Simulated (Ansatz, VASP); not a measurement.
## Yb: VASP beside Ansatz

Contents of INCAR:

```
  ALGO = Normal
  EDIFF = 1E-6
  ENCUT = 520
  GGA = PE
  ISIF = 2
  ISMEAR = -1
  LASPH = True
  LCHARG = False
  LREAL = False
  LWAVE = False
  NBANDS = 31
  NELM = 80
  PREC = Accurate
  SIGMA = 0.1
```

Contents of KPOINTS:

```
k-points
0
Gamma
  7 7 7
```

Contents of POSCAR:

```
Yb
1.0
    0.0000000000      4.1414161148      4.1414161148
    4.1414161148      0.0000000000      4.1414161148
    4.1414161148      4.1414161148      0.0000000000
Yb
2
Direct
    0.1250000000      0.1250000000      0.1250000000
    0.8750000000      0.8750000000      0.8750000000
```

Input for Ansatz:

```yaml
crystal:
  lattice:
    - [0.0, 4.1414161148, 4.1414161148]
    - [4.1414161148, 0.0, 4.1414161148]
    - [4.1414161148, 4.1414161148, 0.0]
  atoms:
    - { symbol: Yb, position: [0.125, 0.125, 0.125] }
    - { symbol: Yb, position: [0.875, 0.875, 0.875] }
hamiltonian:
  xc: pbe
  pseudopotentials:
    kind: paw
    azcp:
      Yb: "pseudopotentials/Yb.paw.azcp"
basis:
  ecutwfc: 420
  fft_grid_basis: typed
kpoints:
  mp_grid: { grid: [7, 7, 7], shift: [0, 0, 0] }
magnetization:
  spin_polarized: false
scf:
  occupations: { method: fermi_dirac, width: 0.1 }
  lower_state_search: "off"
output:
  stress: true
```

Alike in both runs: task single point; functional PBE; k mesh 7 × 7 × 7; occupations fermi-dirac, width 0.1 eV; no spin polarisation.

```csv
,VASP,Ansatz
version,VASP 6.6.1,Ansatz 0.2.0
potentials or method,"VASP PAW PBE potentials, release 64 (Yb), cutoff 520 eV","plane waves (420 eV) with PAW, scalar-relativistic"
valence electrons in the cell,48,48
```

VASP gave:

| Item | Value |
| --- | --- |
| pressure (GPa) | 0.4 |

What did Ansatz give for the same quantities?

Pressure (GPa): 0.6.

The functional is the same, so the differences come from potentials, cutoffs and numerics.

Spin-orbit coupling is off throughout.
